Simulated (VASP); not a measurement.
# TiO2 (P4_2/mnm) in VASP: single point with PBE

Aim: the single point of TiO2 with PBE.

Everything below comes from runs of VASP 6.6.1. Logs are shortened: lines on timing, memory, paths and dates and some standing lists are left out, and cuts for length are marked.

## 1. The cell of the first run

The structure is tetragonal, space group P4_2/mnm (No. 136). The conventional cell has a = 4.592 Å, b = 4.592 Å, c = 2.957 Å, α = 90.00°, β = 90.00°, γ = 90.00°. Ti (site symmetry mmm) has 6 O at 1.95 to 1.98 Å within 2.6 Å. Within 2.6 Å of O (site symmetry m2m) lie 3 Ti at 1.95 to 1.98 Å and 1 O at 2.53 Å.

## 2. Single point, PBE

File INCAR:

```
SYSTEM = TiO2
PREC = Accurate
ENCUT = 520
EDIFF = 1E-6
ISMEAR = 0
SIGMA = 0.05
LREAL = .FALSE.
LASPH = .TRUE.
NELM = 100
ALGO = Normal
ISIF = 2
LWAVE = .FALSE.
LCHARG = .TRUE.
GGA = PE
LELF = .TRUE.
LVHAR = .TRUE.
NBANDS = 33
```

File KPOINTS:

```
regular mesh
0
G
  8 8 10
  0 0 0
```

File POSCAR:

```
TiO2
1.0
    4.5922000000      0.0000000000      0.0000000000
    0.0000000000      4.5922000000      0.0000000000
    0.0000000000      0.0000000000      2.9574000000
Ti O
2 4
Direct
    0.0000000000      0.0000000000      0.0000000000
    0.5000000000      0.5000000000      0.5000000000
    0.3049600000      0.3049600000      0.0000000000
    0.1950400000      0.8049600000      0.5000000000
    0.6950400000      0.6950400000      0.0000000000
    0.8049600000      0.1950400000      0.5000000000
```

Potentials or basis: VASP PAW PBE potentials, release 64 (Ti_sv, O).

The run is started by

```
> cat potpaw_PBE.64/Ti_sv/POTCAR potpaw_PBE.64/O/POTCAR > POTCAR
> mpirun -np 1 vasp_std > vasp.out
```

OUTCAR:

```text
SYSTEM = TiO2
   PREC = Accurate
   ENCUT = 520
   EDIFF = 1E-6
   ISMEAR = 0
   LREAL = .FALSE.
   LASPH = .TRUE.
   NELM = 100
   ISIF = 2
   GGA = PE

 ion  position               nearest neighbor table
   1  0.000  0.000  0.000-   4 1.95   6 1.95   4 1.95   6 1.95   5 1.98   3 1.98
   2  0.500  0.500  0.500-   3 1.95   5 1.95   3 1.95   5 1.95   4 1.98   6 1.98
   3  0.305  0.305  0.000-   2 1.95   2 1.95   1 1.98
   4  0.195  0.805  0.500-   1 1.95   1 1.95   2 1.98
   5  0.695  0.695  0.000-   2 1.95   2 1.95   1 1.98
   6  0.805  0.195  0.500-   1 1.95   1 1.95   2 1.98

  LATTYP: Found a simple tetragonal cell.
 ALAT       =     4.5922000000
 C/A-ratio  =     0.6440050520

  Lattice vectors:

 A1 = (   4.5922000000,   0.0000000000,   0.0000000000)
 A2 = (   0.0000000000,   4.5922000000,   0.0000000000)
 A3 = (   0.0000000000,   0.0000000000,   2.9574000000)

Analysis of symmetry for initial positions (statically):
=====================================================================
 Subroutine PRICEL returns:
 Original cell was already a primitive cell.

 Routine SETGRP: Setting up the symmetry group for a
 simple tetragonal supercell.

 Subroutine GETGRP returns: Found 16 space group operations
 (whereof  8 operations were pure point group operations)
 out of a pool of 16 trial point group operations.

The static configuration has the point symmetry D_2h.
 The point group associated with its full space group is D_4h.

Analysis of symmetry for dynamics (positions and initial velocities):
=====================================================================
 Subroutine PRICEL returns:
 Original cell was already a primitive cell.

 Routine SETGRP: Setting up the symmetry group for a
 simple tetragonal supercell.

 Subroutine GETGRP returns: Found 16 space group operations
 (whereof  8 operations were pure point group operations)
 out of a pool of 16 trial point group operations.

The dynamic configuration has the point symmetry D_2h.
 The point group associated with its full space group is D_4h.

 Subroutine INISYM returns: Found 16 space group operations
 (whereof  8 operations are pure point group operations),
 and found     1 'primitive' translations

----------------------------------------------------------------------------------------

                                     Primitive cell

  volume of cell :      62.3665

  direct lattice vectors                    reciprocal lattice vectors
     4.592200000  0.000000000  0.000000000     0.217760550  0.000000000  0.000000000
     0.000000000  4.592200000  0.000000000     0.000000000  0.217760550  0.000000000
     0.000000000  0.000000000  2.957400000     0.000000000  0.000000000  0.338134848

  length of vectors
     4.592200000  4.592200000  2.957400000     0.217760550  0.217760550  0.338134848

  position of ions in fractional coordinates (direct lattice)
     0.000000000  0.000000000  0.000000000
     0.500000000  0.500000000  0.500000000
     0.304960000  0.304960000  0.000000000
     0.195040000  0.804960000  0.500000000
     0.695040000  0.695040000  0.000000000
     0.804960000  0.195040000  0.500000000

  ion indices of the primitive-cell ions
   primitive index   ion index
                 1           1
                 2           2
                 3           3
                 4           4
                 5           5
                 6           6

----------------------------------------------------------------------------------------

 KPOINTS: regular mesh

Automatic generation of k-mesh.
 Grid dimensions read from file:
 generate k-points for:    8    8   10

 Generating k-lattice:

  Cartesian coordinates                     Fractional coordinates (reciprocal lattice)
     0.027220069  0.000000000  0.000000000     0.125000000  0.000000000  0.000000000
     0.000000000  0.027220069  0.000000000     0.000000000  0.125000000  0.000000000
     0.000000000  0.000000000  0.033813485     0.000000000  0.000000000  0.100000000

  Length of vectors
     0.027220069  0.027220069  0.033813485

  Shift w.r.t. Gamma in fractional coordinates (k-lattice)
     0.000000000  0.000000000  0.000000000

 Subroutine IBZKPT returns following result:
 ===========================================

 Found     90 irreducible k-points:

 Following reciprocal coordinates:
            Coordinates               Weight
  0.000000  0.000000  0.000000      1.000000
  0.125000  0.000000  0.000000      4.000000
  0.250000  0.000000  0.000000      4.000000
  0.375000  0.000000  0.000000      4.000000
  0.500000  0.000000  0.000000      2.000000
  0.125000  0.125000  0.000000      4.000000
[... 16 lines left out ...]
  0.375000  0.125000  0.100000     16.000000
  0.500000  0.125000  0.100000      8.000000
 [... further k-points ...]
   k-points           NKPTS =     90   k-points in BZ     NKDIM =     90   number of bands    NBANDS=     33
   number of dos      NEDOS =    301   number of ions     NIONS =      6
   total plane-waves  NPLWV =  31104
   dimension x,y,z NGX =    36 NGY =   36 NGZ =   24
   dimension x,y,z NGXF=    72 NGYF=   72 NGZF=   48
   ions per type =               2   4
   NGX,Y,Z   is equivalent  to a cutoff of  13.03, 13.03, 13.49 a.u.
   NGXF,Y,Z  is equivalent  to a cutoff of  26.07, 26.07, 26.98 a.u.
 SYSTEM =  TiO2
   PREC   = accura    normal or accurate (medium, high low for compatibility)
   ISTART =      0    job   : 0-new  1-cont  2-samecut
   ICHARG =      2    charge: 1-file 2-atom 10-const
   ISPIN  =      1    spin polarized calculation?
   LNONCOLLINEAR =      F non collinear calculations
   LSORBIT =      F    spin-orbit coupling
   LASPH  =      T    aspherical Exc in radial PAW
   ENCUT  =  520.0 eV  38.22 Ry    6.18 a.u.   8.54  8.54  5.50*2*pi/ulx,y,z
   NELM   =    100;   NELMIN=  2; NELMDL= -5     # of ELM steps
   EDIFF  = 0.1E-05   stopping-criterion for ELM
   LREAL  =      F    real-space projection
   EDIFFG = 0.1E-04   stopping-criterion for IOM
   NSW    =      0    number of steps for IOM
   IBRION =     -1    ionic relax: 0-MD 1-quasi-New 2-CG
   NFREE  =      0    steps in history (QN), initial steepest desc. (CG)
   ISIF   =      2    stress and relaxation
   ISYM   =      2    0-nonsym 1-usesym 2-fastsym
   POTIM  = 0.5000    time-step for ionic-motion
   TEBEG  =    0.0;   TEEND  =   0.0 temperature during run
   PSTRESS=    0.0 pullay stress
   NELECT =      48.0000    total number of electrons
   NUPDOWN=      -1.0000    fix difference up-down
   EMIN   =  10.00;   EMAX   =-10.00  energy-range for DOS
   EFERMI =   0.00;   METHOD = LEGACY
   ISMEAR =     0;   SIGMA  =   0.05  broadening in eV -4-tet -1-fermi 0-gaus
   EFERMI_NEDOS =   21; number of points for ismear=-14 and -15
   IALGO  =     38    algorithm
   IMIX   =      4    mixing-type and parameters
     AMIX     =   0.40;   BMIX     =  1.00
     AMIX_MAG =   1.60;   BMIX_MAG =  1.00
  volume/ion in A,a.u.               =      10.39        70.15
  Fermi-wavevector in a.u.,A,eV,Ry     =   1.500277  2.835112 30.624403  2.250830
  Thomas-Fermi vector in A             =   2.611798
   LORBIT       =      0    0 simple, 1 ext, 2 COOP (PROOUT), +10 PAW based schemes
   GGA     = PE    functional components
   LHFCALC =     F    Hartree Fock is set to
   AEXX    =    0.0000 exact exchange contribution
   IVDW    =     0    specifies the selected vdW correction
   LEPSILON=     F    determine dielectric tensor
   LRPA    =     F    only Hartree local field effects (RPA)
 non-spin polarized calculation
 Gauss-broadening in eV      SIGMA  =   0.05
  energy-cutoff  :      520.00
  volume of cell :       62.37
 maximum number of plane-waves:      1720
 NGX is ok and might be reduce to    36
   NGX = 17   NGY = 17   NGZ = 11

 number of electron      48.0000022 magnetization

 Free energy of the ion-electron system (eV)
  ---------------------------------------------------
  ext. energy  EPLUGINS =         0.00000000
  ---------------------------------------------------
  free energy    TOTEN  =       -53.64216015 eV

  energy without entropy =      -53.64216015  energy(sigma->0) =      -53.64216015

 E-fermi :   5.1127     XC(G=0): -11.4176

 val. band max:        4.8600406303   @ k =   0.0000   0.0000   0.0000
 cond. band min:       6.7314455356   @ k =   0.0000   0.0000   0.0000
 fundamental gap:      1.8714049053
 Fermi energy:         5.1127236130

 k-point     1 :       0.0000    0.0000    0.0000
  band No.  band energies     occupation
      1     -52.0535      2.00000
      2     -52.0362      2.00000
      3     -28.3630      2.00000
      4     -28.3630      2.00000
      5     -28.1964      2.00000
      6     -28.1964      2.00000
[... 25 lines left out ...]
     32      11.4883      0.00000
     33      11.4921      0.00000

 k-point     2 :       0.1250    0.0000    0.0000
  band No.  band energies     occupation
      1     -52.0528      2.00000
      2     -52.0369      2.00000
      3     -28.3580      2.00000
      4     -28.3575      2.00000
      5     -28.2025      2.00000
      6     -28.2020      2.00000
[... 25 lines left out ...]
     32      11.4339      0.00000
     33      11.4459      0.00000

 k-point     3 :       0.2500    0.0000    0.0000
  band No.  band energies     occupation
      1     -52.0510      2.00000
      2     -52.0388      2.00000
      3     -28.3439      2.00000
      4     -28.3423      2.00000
      5     -28.2193      2.00000
      6     -28.2176      2.00000
[... 25 lines left out ...]
     32      11.3014      0.00000
     33      11.3351      0.00000

 k-point     4 :       0.3750    0.0000    0.0000
  band No.  band energies     occupation
      1     -52.0481      2.00000
      2     -52.0415      2.00000
      3     -28.3241      2.00000
      4     -28.3219      2.00000
      5     -28.2411      2.00000
      6     -28.2388      2.00000
[... 673 lines left out ...]
     32      10.9273      0.00000
     33      11.2750      0.00000

 k-point    23 :       0.3750    0.1250    0.1000
  band No.  band energies     occupation
      1     -52.0439      2.00000
      2     -52.0381      2.00000
      3     -28.3370      2.00000
      4     -28.3012      2.00000
      5     -28.2553      2.00000
      6     -28.2172      2.00000
[... 25 lines left out ...]
     32      10.8386      0.00000
     33      11.1554      0.00000

 k-point    24 :       0.5000    0.1250    0.1000
  band No.  band energies     occupation
      1     -52.0410      2.00000
      2     -52.0410      2.00000
      3     -28.3172      2.00000
      4     -28.3172      2.00000
      5     -28.2392      2.00000
      6     -28.2392      2.00000
[... 25 lines left out ...]
     32      10.7218      0.00000
     33      11.1941      0.00000

 [... further k-points ...]

------------------------ aborting loop because EDIFF is reached ----------------------------------------

  FORCE on cell =-STRESS in cart. coord.  units (eV):
  Direction    XX          YY          ZZ          XY          YZ          ZX
  --------------------------------------------------------------------------------------
  -------------------------------------------------------------------------------------
  Total        2.4096525      2.4096525      2.2211682      0.0000000      0.0000000      0.0000000
  in kB       61.9032337     61.9032337     57.0611297      0.0000000      0.0000000      0.0000000
  external PRESSURE =      60.2891990 kB  Pullay stress =       0.0000000 kB

 VOLUME and BASIS-vectors are now :
 -----------------------------------------------------------------------------
  energy-cutoff  :      520.00
  volume of cell :       62.37
      direct lattice vectors                 reciprocal lattice vectors
     4.592200000  0.000000000  0.000000000     0.217760550  0.000000000  0.000000000
     0.000000000  4.592200000  0.000000000     0.000000000  0.217760550  0.000000000
     0.000000000  0.000000000  2.957400000     0.000000000  0.000000000  0.338134848

 POSITION                                       TOTAL-FORCE (eV/Angst)
 -----------------------------------------------------------------------------------
      0.00000      0.00000      0.00000         0.000000     -0.000000     -0.000000
      2.29610      2.29610      1.47870         0.000000     -0.000000     -0.000000
      1.40044      1.40044      0.00000        -0.088972     -0.088972      0.000000
      0.89566      3.69654      1.47870         0.088972     -0.088972      0.000000
      3.19176      3.19176      0.00000         0.088972      0.088972     -0.000000
      3.69654      0.89566      1.47870        -0.088972      0.088972     -0.000000
 -----------------------------------------------------------------------------------
    total drift:                                0.000000      0.000000     -0.000000

  FREE ENERGIE OF THE ION-ELECTRON SYSTEM (eV)
  ---------------------------------------------------
  free  energy   TOTEN  =       -53.6421601510 eV

  energy  without entropy=      -53.6421601510  energy(sigma->0) =      -53.64216015
```

Wall time 2.5 min (1 thread of AMD EPYC 7R43 (Zen 3), shared host); peak memory 0.24 GiB.

Results:

* Free energy: -53.6422 eV
* Pressure: 6.0 GPa
* Largest force: 0.126 eV/Å
* Band gap on the k mesh: 1.87 eV

Forces in eV/Å, atoms in the order of the input:
```
Ti   0.000  0.000  0.000
Ti   0.000  0.000  0.000
O   -0.089 -0.089  0.000
O    0.089 -0.089  0.000
O    0.089  0.089  0.000
O   -0.089  0.089  0.000
```

Caveat: the cell stands under pressure. A k mesh can miss the band edges.
